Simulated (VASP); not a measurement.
Set up this calculation in VASP 6.6.1, as the native input.

* Task: single point
* Functional: PBE
* Dispersion: D3(BJ)
* Potentials or basis: VASP PAW PBE potentials, release 64 (C)
* Cutoff: 520 eV
* k mesh: 15 × 15 × 15
* Occupations: gaussian, width 0.05 eV
* Spin: no spin polarisation
* Dipole correction: no
* Further INCAR settings: ALGO = Normal; EDIFF = 1e-07; NBANDS = 11

The structure of C lies in POSCAR:

```
C
1.0
    1.2016689031      0.6937838646      3.2769132065
   -1.2016689031      0.6937838646      3.2769132065
    0.0000000000     -1.3875677293      3.2769132064
C
2
Direct
    0.1628268272      0.1628268272      0.1628268272
    0.8371731728      0.8371731728      0.8371731728
```

This cell differs from its parent crystal: atoms displaced along a vibrational mode, the cell strained.

The input as run:

INCAR

```
  PREC = Accurate
  ENCUT = 520
  EDIFF = 1E-7
  ISMEAR = 0
  SIGMA = 0.05
  LREAL = F
  LASPH = T
  NELM = 80
  ALGO = Normal
  ISIF = 2
  LWAVE = F
  LCHARG = F
  GGA = PE
  IVDW = 12
  NBANDS = 11
```

KPOINTS

```
regular mesh
0
Gamma
  15 15 15
```

Potentials or basis: VASP PAW PBE potentials, release 64 (C).

The run is started by

```sh
$ cat potpaw_PBE.64/C/POTCAR > POTCAR
$ mpirun -np 1 vasp_std > vasp.out
```

Results of the run:

```yaml
Pressure: 26.0 GPa
Largest_force: 1.196 eV/Å
Dispersion_energy_per_atom: -0.159 eV
```

Caveat: the cell differs from its parent crystal (atoms displaced along a vibrational mode, the cell strained); the stress differs along the axes, from -0 to 39 GPa; forces of over 1 eV/Å act on the atoms, so gaps and moduli don't describe the material at rest.

It took 2.7 min on 1 thread of Intel Xeon 8259CL, with other jobs on the host, peak memory 0.2 GiB.
